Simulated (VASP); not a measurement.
# Ag (I4_1/amd) in VASP: further runs

The runs below take Ag through single point, with PBE.

All numbers are computed with VASP 6.6.1; they aren't measurements. Logs are shortened: lines on timing, memory, paths and dates and some standing lists are left out, and cuts for length are marked.

### 1 The cell of the first run

It takes space group I4_1/amd (No. 141, tetragonal). Conventional cell: a = 5.131 Å, b = 5.131 Å, c = 2.701 Å, α = 90.00°, β = 90.00°, γ = 90.00°. Ag (site symmetry -4m2) has 10 Ag at 2.65 to 3.27 Å within 3.5 Å.

### 2 Single point, PBE (17.78 Å³/atom)

INCAR

```
SYSTEM = Ag
PREC     = Accurate       ! precision mode
ENCUT    = 520            ! plane-wave cutoff, eV
EDIFF    = 1E-6           ! SCF threshold, eV
ISMEAR   = -1             ! smearing method
SIGMA    = 0.1            ! smearing width, eV
LREAL    = .False.        ! projectors in reciprocal space
LASPH    = .True.         ! aspherical terms in the spheres
NELM     = 80             ! most SCF steps
ALGO     = Normal         ! electronic algorithm
ISIF     = 2              ! what is computed and relaxed
LWAVE    = .False.        ! write WAVECAR
LCHARG   = .False.        ! write CHGCAR
GGA      = PE             ! functional
NBANDS   = 18             ! bands
```

KPOINTS

```
Automatic mesh
0
Gamma
  15 15 15
  0 0 0
```

POSCAR

```
Ag
1.0
   -2.5655253112      2.5655253112      1.3505802398
    2.5655253112     -2.5655253112      1.3505802398
    2.5655253112      2.5655253112     -1.3505802398
Ag
2
Direct
   -0.3750000000     -0.1250000000     -0.2500000000
    0.3750000000      0.1250000000      0.2500000000
```

Potentials or basis: VASP PAW PBE potentials, release 64 (Ag).

Command:

```
> cat potpaw_PBE.64/Ag/POTCAR > POTCAR
> mpirun -np 1 vasp_std > vasp.out
```

OUTCAR:

```text
SYSTEM = Ag
   PREC = Accurate
   ENCUT = 520
   EDIFF = 1E-6
   ISMEAR = -1
   LREAL = .False.
   LASPH = .True.
   NELM = 80
   ISIF = 2
   GGA = PE

 ion  position               nearest neighbor table
   1  0.625  0.875  0.750-   2 2.65   2 2.65   2 2.65   2 2.65   2 3.27   2 3.27   2 3.27   2 3.27

   2  0.375  0.125  0.250-   1 2.65   1 2.65   1 2.65   1 2.65   1 3.27   1 3.27   1 3.27   1 3.27

  LATTYP: Found a body centered tetragonal cell.
 ALAT       =     5.1310506224
 C/A-ratio  =     0.5264341903

  Lattice vectors:

 A1 = (  -2.5655253112,   2.5655253112,   1.3505802398)
 A2 = (   2.5655253112,  -2.5655253112,   1.3505802398)
 A3 = (   2.5655253112,   2.5655253112,  -1.3505802398)

Analysis of symmetry for initial positions (statically):
=====================================================================
 Subroutine PRICEL returns:
 Original cell was already a primitive cell.

 Routine SETGRP: Setting up the symmetry group for a
 body centered tetragonal supercell.

 Subroutine GETGRP returns: Found 16 space group operations
 (whereof  4 operations were pure point group operations)
 out of a pool of 16 trial point group operations.

The static configuration has the point symmetry C_2h.
 The point group associated with its full space group is D_4h.

Analysis of symmetry for dynamics (positions and initial velocities):
=====================================================================
 Subroutine PRICEL returns:
 Original cell was already a primitive cell.

 Routine SETGRP: Setting up the symmetry group for a
 body centered tetragonal supercell.

 Subroutine GETGRP returns: Found 16 space group operations
 (whereof  4 operations were pure point group operations)
 out of a pool of 16 trial point group operations.

The dynamic configuration has the point symmetry C_2h.
 The point group associated with its full space group is D_4h.

 Subroutine INISYM returns: Found 16 space group operations
 (whereof  4 operations are pure point group operations),
 and found     1 'primitive' translations

----------------------------------------------------------------------------------------

                                     Primitive cell

  volume of cell :      35.5576

  direct lattice vectors                    reciprocal lattice vectors
    -2.565525311  2.565525311  1.350580240     0.000000000  0.194891860  0.370211251
     2.565525311 -2.565525311  1.350580240     0.194891860  0.000000000  0.370211251
     2.565525311  2.565525311 -1.350580240     0.194891860  0.194891860  0.000000000

  length of vectors
     3.871421861  3.871421861  3.871421861     0.418376872  0.418376872  0.275618712

  position of ions in fractional coordinates (direct lattice)
     0.625000000  0.875000000  0.750000000
     0.375000000  0.125000000  0.250000000

  ion indices of the primitive-cell ions
   primitive index   ion index
                 1           1
                 2           2

----------------------------------------------------------------------------------------

 KPOINTS: Automatic mesh

Automatic generation of k-mesh.
 Grid dimensions read from file:
 generate k-points for:   15   15   15

 Generating k-lattice:

  Cartesian coordinates                     Fractional coordinates (reciprocal lattice)
     0.000000000  0.012992791  0.024680750     0.066666667  0.000000000  0.000000000
     0.012992791  0.000000000  0.024680750     0.000000000  0.066666667  0.000000000
     0.012992791  0.012992791  0.000000000     0.000000000  0.000000000  0.066666667

  Length of vectors
     0.027891791  0.027891791  0.018374581

  Shift w.r.t. Gamma in fractional coordinates (k-lattice)
     0.000000000  0.000000000  0.000000000

 Subroutine IBZKPT returns following result:
 ===========================================

 Found    288 irreducible k-points:

 Following reciprocal coordinates:
            Coordinates               Weight
  0.000000  0.000000  0.000000      1.000000
  0.066667 -0.000000  0.000000      8.000000
  0.133333 -0.000000  0.000000      8.000000
  0.200000 -0.000000  0.000000      8.000000
  0.266667 -0.000000  0.000000      8.000000
  0.333333  0.000000  0.000000      8.000000
[... 16 lines left out ...]
  0.133333  0.133333  0.000000      8.000000
  0.200000  0.133333  0.000000     16.000000
 [... further k-points ...]
   k-points           NKPTS =    288   k-points in BZ     NKDIM =    288   number of bands    NBANDS=     18
   number of dos      NEDOS =    301   number of ions     NIONS =      2
   total plane-waves  NPLWV =  27000
   dimension x,y,z NGX =    30 NGY =   30 NGZ =   30
   dimension x,y,z NGXF=    60 NGYF=   60 NGZF=   60
   ions per type =               2
   NGX,Y,Z   is equivalent  to a cutoff of  12.88, 12.88, 12.88 a.u.
   NGXF,Y,Z  is equivalent  to a cutoff of  25.77, 25.77, 25.77 a.u.
 SYSTEM =  Ag
   PREC   = accura    normal or accurate (medium, high low for compatibility)
   ISTART =      0    job   : 0-new  1-cont  2-samecut
   ICHARG =      2    charge: 1-file 2-atom 10-const
   ISPIN  =      1    spin polarized calculation?
   LNONCOLLINEAR =      F non collinear calculations
   LSORBIT =      F    spin-orbit coupling
   LASPH  =      T    aspherical Exc in radial PAW
   ENCUT  =  520.0 eV  38.22 Ry    6.18 a.u.   7.20  7.20  7.20*2*pi/ulx,y,z
   NELM   =     80;   NELMIN=  2; NELMDL= -5     # of ELM steps
   EDIFF  = 0.1E-05   stopping-criterion for ELM
   LREAL  =      F    real-space projection
   EDIFFG = 0.1E-04   stopping-criterion for IOM
   NSW    =      0    number of steps for IOM
   IBRION =     -1    ionic relax: 0-MD 1-quasi-New 2-CG
   NFREE  =      0    steps in history (QN), initial steepest desc. (CG)
   ISIF   =      2    stress and relaxation
   ISYM   =      2    0-nonsym 1-usesym 2-fastsym
   POTIM  = 0.5000    time-step for ionic-motion
   TEBEG  =    0.0;   TEEND  =   0.0 temperature during run
   PSTRESS=    0.0 pullay stress
   NELECT =      22.0000    total number of electrons
   NUPDOWN=      -1.0000    fix difference up-down
   EMIN   =  10.00;   EMAX   =-10.00  energy-range for DOS
   EFERMI =   0.00;   METHOD = LEGACY
   ISMEAR =    -1;   SIGMA  =   0.10  broadening in eV -4-tet -1-fermi 0-gaus
   EFERMI_NEDOS =   21; number of points for ismear=-14 and -15
   IALGO  =     38    algorithm
   IMIX   =      4    mixing-type and parameters
     AMIX     =   0.40;   BMIX     =  1.00
     AMIX_MAG =   1.60;   BMIX_MAG =  1.00
  volume/ion in A,a.u.               =      17.78       119.98
  Fermi-wavevector in a.u.,A,eV,Ry     =   1.394991  2.636151 26.476935  1.946000
  Thomas-Fermi vector in A             =   2.518486
   LORBIT       =      0    0 simple, 1 ext, 2 COOP (PROOUT), +10 PAW based schemes
   GGA     = PE    functional components
   LHFCALC =     F    Hartree Fock is set to
   AEXX    =    0.0000 exact exchange contribution
   IVDW    =     0    specifies the selected vdW correction
   LEPSILON=     F    determine dielectric tensor
   LRPA    =     F    only Hartree local field effects (RPA)
 non-spin polarized calculation
  energy-cutoff  :      520.00
  volume of cell :       35.56
 maximum number of plane-waves:       977
 NGX is ok and might be reduce to    30
   NGX = 15   NGY = 15   NGZ = 15

 number of electron      21.9999996 magnetization

 Free energy of the ion-electron system (eV)
  ---------------------------------------------------
  ext. energy  EPLUGINS =         0.00000000
  ---------------------------------------------------
  free energy    TOTEN  =        -4.85209170 eV

  energy without entropy =       -4.83485160  energy(sigma->0) =       -4.84347165

 E-fermi :   7.8786     XC(G=0): -11.9030

 val. band max:        7.8774211732   @ k =   0.3333   0.3333   0.0667
 cond. band min:       7.8952114978   @ k =  -0.4000   0.2667   0.0667
 fundamental gap:      0.0177903245
 Fermi energy:         7.8785931729

 k-point     1 :       0.0000    0.0000    0.0000
  band No.  band energies     occupation
      1       0.4403      2.00000
      2       1.4892      2.00000
      3       1.7350      2.00000
      4       2.0736      2.00000
      5       2.2736      2.00000
      6       4.2755      2.00000
[... 10 lines left out ...]
     17      23.3716      0.00000
     18      27.8334      0.00000

 k-point     2 :       0.0667   -0.0000    0.0000
  band No.  band energies     occupation
      1       0.5783      2.00000
      2       1.5395      2.00000
      3       1.7478      2.00000
      4       2.1948      2.00000
      5       2.3413      2.00000
      6       4.0619      2.00000
[... 10 lines left out ...]
     17      23.5884      0.00000
     18      26.0214      0.00000

 k-point     3 :       0.1333   -0.0000    0.0000
  band No.  band energies     occupation
      1       0.9684      2.00000
      2       1.6825      2.00000
      3       1.8107      2.00000
      4       2.4939      2.00000
      5       2.5520      2.00000
      6       3.7090      2.00000
[... 10 lines left out ...]
     17      23.4516      0.00000
     18      24.2207      0.00000

 k-point     4 :       0.2000   -0.0000    0.0000
  band No.  band energies     occupation
      1       1.5044      2.00000
      2       1.8887      2.00000
      3       1.9209      2.00000
      4       2.7897      2.00000
      5       2.9599      2.00000
      6       3.3159      2.00000
[... 375 lines left out ...]
      4       2.0651      2.00000
      5       2.2663      2.00000
      6       4.2657      2.00000
[... 10 lines left out ...]
     17      23.1360      0.00000
     18      27.4487      0.00000

 k-point    23 :       0.1333    0.1333    0.0000
  band No.  band energies     occupation
      1       1.8706      2.00000
      2       1.9281      2.00000
      3       2.0820      2.00000
      4       2.9336      2.00000
      5       2.9557      2.00000
      6       3.5197      2.00000
[... 10 lines left out ...]
     17      20.6249      0.00000
     18      22.2844      0.00000

 k-point    24 :       0.2000    0.1333    0.0000
  band No.  band energies     occupation
      1       1.9030      2.00000
      2       2.0093      2.00000
      3       2.3060      2.00000
      4       2.8589      2.00000
      5       2.9812      2.00000
      6       3.4091      2.00000
[... 10 lines left out ...]
     17      20.7800      0.00000
     18      21.1458      0.00000

 [... further k-points ...]
[... 5 lines left out ...]
  --------------------------------------------------------------------------------------
  -------------------------------------------------------------------------------------
  Total        2.2778023      2.2778023      2.2794779     -0.0000000     -0.0000000      0.0000000
  in kB      102.6345577    102.6345577    102.7100582     -0.0000000     -0.0000000      0.0000000
  external PRESSURE =     102.6597246 kB  Pullay stress =       0.0000000 kB

 VOLUME and BASIS-vectors are now :
 -----------------------------------------------------------------------------
  energy-cutoff  :      520.00
  volume of cell :       35.56
      direct lattice vectors                 reciprocal lattice vectors
    -2.565525311  2.565525311  1.350580240     0.000000000  0.194891860  0.370211251
     2.565525311 -2.565525311  1.350580240     0.194891860  0.000000000  0.370211251
     2.565525311  2.565525311 -1.350580240     0.194891860  0.194891860  0.000000000

 POSITION                                       TOTAL-FORCE (eV/Angst)
 -----------------------------------------------------------------------------------
      2.56553      1.28276      1.01294         0.000000     -0.000000     -0.000000
      0.00000      1.28276      0.33765        -0.000000      0.000000      0.000000
 -----------------------------------------------------------------------------------
    total drift:                                0.000000     -0.000000      0.000000

  FREE ENERGIE OF THE ION-ELECTRON SYSTEM (eV)
  ---------------------------------------------------
  free  energy   TOTEN  =        -4.8520916967 eV

  energy  without entropy=       -4.8348516039  energy(sigma->0) =       -4.84347165
```

Run time: 67 s. Hardware: 1 thread of Intel Xeon 6975P-C (Granite Rapids), shared host; peak memory 0.28 GiB.

What came out:

- Free energy: -4.8521 eV
- Pressure: 10.3 GPa
- Band gap on the k mesh: zero (bands 11 and 12 overlap by 5.57 eV)

Levels at points of the mesh, in eV from the Fermi level:
```
           k point  band 7  band 8  band 9  band 10  band 11  band 12  band 13  band 14  band 15  band 16
(0.00, 0.00, 0.00)   -3.60   -3.57   -3.57    -2.88    -2.23     4.31     4.31     9.41    10.67    15.49
```

Caveat: the cell stands under pressure.

### 3 Single point, PBE

This run uses another cell than the first one, of 19.75 Å³/atom.

INCAR

```
PREC     = Accurate       # precision mode
ENCUT    = 520            # plane-wave cutoff, eV
EDIFF    = 1E-6           # SCF threshold, eV
ISMEAR   = -1             # smearing method
SIGMA    = 0.1            # smearing width, eV
LREAL    = False          # projectors in reciprocal space
LASPH    = True           # aspherical terms in the spheres
NELM     = 60             # most SCF steps
ALGO     = Normal         # electronic algorithm
ISIF     = 2              # what is computed and relaxed
LWAVE    = False          # write WAVECAR
LCHARG   = False          # write CHGCAR
GGA      = PE             # functional
NBANDS   = 18             # bands
```

KPOINTS

```
regular mesh
0
Gamma
  15 15 15
```

POSCAR

```
Ag
1.0
   -2.6608906731      2.6608906731      1.3950071283
    2.6608906731     -2.6608906731      1.3950071283
    2.6608906731      2.6608906731     -1.3950071283
Ag
2
Direct
   -0.3750000000     -0.1250000000     -0.2500000000
    0.3750000000      0.1250000000      0.2500000000
```

Potentials or basis: VASP PAW PBE potentials, release 64 (Ag).

Command:

```
> cat potpaw_PBE.64/Ag/POTCAR > POTCAR
> mpirun -np 1 vasp_std > vasp.out
```

Run time: 67 s. Hardware: 1 thread of Intel Xeon 6975P-C (Granite Rapids), shared host; peak memory 0.29 GiB.

Results (log left out):

```
Free energy            : -4.9653 eV
Pressure               : -0.1 GPa
Band gap on the k mesh : zero (bands 11 and 12 overlap by 5.13 eV)
```

Levels at points of the mesh, in eV from the Fermi level:
```
           k point  band 7  band 8  band 9  band 10  band 11  band 12  band 13  band 14  band 15  band 16
(0.00, 0.00, 0.00)   -3.46   -3.43   -3.43    -2.88    -2.33     4.14     4.14     8.20     9.99    14.72
```

### 4 Single point, PBE (19.75 Å³/atom)

This run uses another cell than the first one, of 19.75 Å³/atom.

INCAR

```
SYSTEM = Ag
  ALGO = Normal
  EDIFF = 1E-6
  ENCUT = 520
  GGA = PE
  ISIF = 2
  ISMEAR = -1
  LASPH = .True.
  LCHARG = .False.
  LREAL = .False.
  LWAVE = .False.
  NBANDS = 18
  NELM = 80
  PREC = Accurate
  SIGMA = 0.1
```

KPOINTS

```
k-points
0
Gamma
  15 15 15
  0 0 0
```

POSCAR is that of step 3.

Command:

```
> cat potpaw_PBE.64/Ag/POTCAR > POTCAR
> mpirun -np 1 vasp_std > vasp.out
```

Wall time 68 s (1 thread of Intel Xeon 6975P-C (Granite Rapids), shared host); peak memory 0.29 GiB.

Results (log left out):

```
Free energy            : -4.9653 eV
Pressure               : -0.1 GPa
Band gap on the k mesh : zero (bands 11 and 12 overlap by 5.13 eV)
```

Levels at points of the mesh, in eV from the Fermi level:
```csv
k point,band 8,band 9,band 10,band 11,band 12,band 13,band 14,band 15
"(0.00, 0.00, 0.00)",-3.43,-3.43,-2.88,-2.33,4.14,4.14,8.20,9.99
```
